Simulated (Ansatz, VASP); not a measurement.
**Ti: VASP beside Ansatz**

```
Ti
1.0
     0.00000    2.12681    2.12681
     2.12681    0.00000    2.12681
     2.12681    2.12681    0.00000
Ti
1
Direct
  0.00000 0.00000 0.00000
```

Change from the starting cell: volume scaled by 1.15.

Alike in both runs: task single point; functional PBE-based screened hybrid with a share of 0.25 of exact exchange and HFSCREEN = 0.3; k mesh 7 × 7 × 7; occupations gaussian, width 0.01 eV; no spin polarisation.

```csv
,VASP,Ansatz
version,VASP 6.6.1,Ansatz 0.2.0
potentials or method,"VASP PAW PBE potentials, release 64 (Ti_sv)",Ansatz PAW earlier set
plane-wave cutoff (eV),400,740
valence electrons in the cell,12,12
```

Ansatz gave:

| Item | Value |
| --- | --- |
| gap on the k mesh at the Fermi level (eV) | none |
| pressure (GPa) | -10.2 |

Problem. What did VASP give for the same quantities?

Solution. gap on the k mesh at the Fermi level (eV): none; pressure (GPa): -11.3.

VASP's potentials were made for PBE, not for PBE-based screened hybrid. A gap of «none» marks a metal or a gap that the smearing closes.

The k mesh is coarse, so the values compare programs but aren't converged.
